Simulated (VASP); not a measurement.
Input of a VASP 6.6.1 run:

File INCAR:

```
  PREC = Accurate
  ENCUT = 520
  EDIFF = 1E-7
  ISMEAR = 0
  SIGMA = 0.1
  LREAL = False
  LASPH = True
  NELM = 100
  ALGO = Normal
  ISIF = 2
  LWAVE = False
  LCHARG = False
  GGA = PE
  NBANDS = 28
```

KPOINTS

```
regular mesh
0
Gamma
  10 10 10
```

Contents of POSCAR:

```
Sr3Pt
1.0
    5.1437300822      0.0000000000      0.0000000000
    0.0000000000      5.1437300822      0.0000000000
    0.0000000000      0.0000000000      5.1437300822
Sr Pt
3 1
Direct
    0.0000000000      0.5000000000      0.5000000000
    0.5000000000      0.0000000000      0.5000000000
    0.5000000000      0.5000000000      0.0000000000
    0.0000000000      0.0000000000      0.0000000000
```

Potentials or basis: VASP PAW PBE potentials, release 64 (Sr_sv, Pt).

Run with:

```bash
$ cat potpaw_PBE.64/Sr_sv/POTCAR potpaw_PBE.64/Pt/POTCAR > POTCAR
$ mpirun -np 1 vasp_std > vasp.out
```

Problem. Predict the band gap on the k mesh.

Solution. Zero (bands 20 and 21 overlap by 1.39 eV).

Problem. Estimate the pressure.

Solution. 0.0 GPa.

Caveat: spin-orbit coupling is left out, which moves the levels of the heavy elements.
